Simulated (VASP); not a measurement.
Crystal: Hf2AlAgCl6.

```
Hf Al Ag Cl
1.0
     0.00000    4.81571    4.81571
     4.81571    0.00000    4.81571
     4.81571    4.81571    0.00000
Hf Al Ag Cl
2 1 1 6
Direct
  0.25000 0.25000 0.25000
  0.75000 0.75000 0.75000
  0.00000 0.00000 0.00000
  0.50000 0.50000 0.50000
  0.76021 0.23979 0.23979
  0.23979 0.76021 0.23979
  0.23979 0.76021 0.76021
  0.76021 0.23979 0.76021
  0.23979 0.23979 0.76021
  0.76021 0.76021 0.23979
```

- Program: VASP 6.6.1
- Task: relaxation of the atoms
- Functional: PBE
- Potentials or basis: VASP PAW PBE potentials, release 64 (Hf_pv, Al, Ag, Cl)
- Cutoff: 520 eV
- k mesh: 6 × 6 × 6
- Occupations: fermi-dirac, width 0.1 eV
- Spin: no spin polarisation

At the start: pressure 3.1 GPa; volume 22.34 Å³/atom.

How do energy, volume and symmetry change on relaxing?

Over 3 steps the energy falls by 3.5 meV/atom at a fixed cell; space group Fm-3m (No. 225, to 0.1 Å) before and after.

The path:
| step | energy change (eV) | largest force (eV/Å) | pressure (GPa) |
| --- | --- | --- | --- |
| 1 | 0.0000 | 0.4373 | 3.14 |
| 2 | -0.0337 | 0.0934 | 3.35 |
| 3 | -0.0353 | 0.0000 | 3.42 |

Final structure:
```xyz
10
Lattice="0.0000 4.8157 4.8157 4.8157 0.0000 4.8157 4.8157 4.8157 0.0000" Properties=species:S:1:pos:R:3 pbc="T T T"
Hf    2.4079    2.4079    2.4079
Hf    7.2236    7.2236    7.2236
Al    0.0000    0.0000    0.0000
Ag    4.8157    4.8157    4.8157
Cl    2.2828    4.8157    4.8157
Cl    4.8157    2.2828    4.8157
Cl    7.3486    4.8157    4.8157
Cl    4.8157    7.3486    4.8157
Cl    4.8157    4.8157    2.2828
Cl    4.8157    4.8157    7.3486
```

Caveat: the highest band is partly filled, so the run has too few bands.
